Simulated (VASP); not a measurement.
The system is Ge.

```
Ge
1.0
     0.00000    2.82891    2.82891
     2.82891    0.00000    2.82891
     2.82891    2.82891    0.00000
Ge
2
Cartesian
  2.8289 2.8289 2.8289
  4.2434 4.2434 4.2434
```

Program: VASP 6.6.1. Alike in all runs: task single point; potentials or basis VASP PAW PBE potentials, release 64 (Ge_d); no spin polarisation; cell as given; k mesh 3 × 3 × 3; smearing gaussian 0.01 eV.

Task: Order these runs on this cell by their band gap on the k mesh, lowest first.
A. level PBE; cutoff (eV) 500
B. level B3LYP; cutoff (eV) 410; grid for exact exchange (PRECFOCK) Normal; share of exact exchange 0.2
C. level HSE06; cutoff (eV) 410; grid for exact exchange (PRECFOCK) Normal; share of exact exchange 0.25; screening parameter 0.2079 1/Å

Result: A (0.05 eV), C (1.10 eV), B (1.28 eV).

Caveats: all runs use coarse meshes; an odd mesh through Γ misses points on the zone boundary, where band edges can lie.
